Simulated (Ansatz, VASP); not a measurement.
P: VASP beside Ansatz

```
CELL_PARAMETERS angstrom
-0.00012 -0.00012 2.45469
4.87990 0.00032 -0.00037
0.00024 4.90831 -0.00024
ATOMIC_POSITIONS crystal
P 0.00003 0.99039 0.00045
P 0.00001 0.99025 0.49955
P 0.99997 0.50961 0.99955
P 0.99999 0.50975 0.50044
```

Change from the starting cell: cell x4, atoms moved at random (sigma 0.1 Å) and cell strained at random (1.5 %), then relaxed without symmetry.

Alike in both runs: functional PBE; k mesh 8 × 4 × 4; occupations gaussian, width 0.2 eV; no spin polarisation.

Ansatz relaxed the structure, and its values are those at the end. VASP's run is a single point on that final structure, the one shown.

```csv
,VASP,Ansatz
version,VASP 6.6.1,Ansatz 0.2.0
potentials or method,"VASP PAW PBE potentials, release 64 (P), cutoff 520 eV","scalar-relativistic, plane waves, PAW"
valence electrons in the cell,20,20
```

Ansatz gave:

- gap on the k mesh at the Fermi level (eV): none
- pressure (GPa): 0.0
- rms of the force components (eV/Å): 0.002

**Question.** Which values does VASP return?

**Answer.** gap on the k mesh at the Fermi level (eV): none; pressure (GPa): -0.2; rms of the force components (eV/Å): 0.008.

A gap of «none» marks a metal or a gap that the smearing closes. The functional is the same, so the differences come from potentials, cutoffs and numerics.
